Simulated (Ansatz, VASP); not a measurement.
Two plane-wave programs on Mo

File INCAR:

```
SYSTEM = Mo
ALGO = Normal
EDIFF = 1E-6
ENCUT = 520
GGA = PE
ISIF = 2
ISMEAR = 0
LASPH = .True.
LCHARG = .False.
LREAL = .False.
LWAVE = .False.
NBANDS = 13
NELM = 80
PREC = Accurate
SIGMA = 0.15
```

Contents of KPOINTS:

```
k-points
0
Gamma
  22 22 22
  0 0 0
```

File POSCAR:

```
Mo
1.0
   -1.6078391339      1.6078391339      1.6078391339
    1.6078391339     -1.6078391339      1.6078391339
    1.6078391339      1.6078391339     -1.6078391339
Mo
1
Direct
    0.0000000000      0.0000000000      0.0000000000
```

Input for Ansatz:

```yaml
crystal:
  lattice:
    - [-1.6078391339, 1.6078391339, 1.6078391339]
    - [1.6078391339, -1.6078391339, 1.6078391339]
    - [1.6078391339, 1.6078391339, -1.6078391339]
  atoms:
    - { symbol: Mo, position: [0.0, 0.0, 0.0] }
basis:
  ecutwfc: 420
kpoints:
  mp_grid: { grid: [22, 22, 22] }
hamiltonian:
  xc: pbe
  pseudopotentials: { kind: paw, azcp: { folder: soft_1 } }
scf:
  occupations: { method: gaussian, width: 0.15 }
output:
  forces: true
  stress: true
  eigenvalues: true
  write_density: true
  write_potential: true
  elf: true
  volumetric_format: npy
```

Alike in both runs: task single point; functional PBE; k mesh 22 × 22 × 22; occupations gaussian, width 0.15 eV; no spin polarisation.

```csv
,VASP,Ansatz
version,VASP 6.6.1,Ansatz 0.2.0
potentials or method,"VASP PAW PBE potentials, release 64 (Mo_sv), cutoff 520 eV","scalar-relativistic, plane waves, PAW"
valence electrons in the cell,14,14
```

|  | VASP | Ansatz | Ansatz less VASP |
| --- | --- | --- | --- |
| gap on the k mesh at the Fermi level (eV) | none | none | - |
| pressure (GPa) | -11.5 | -12.0 | -0.41 |

A gap of «none» marks a metal or a gap that the smearing closes.
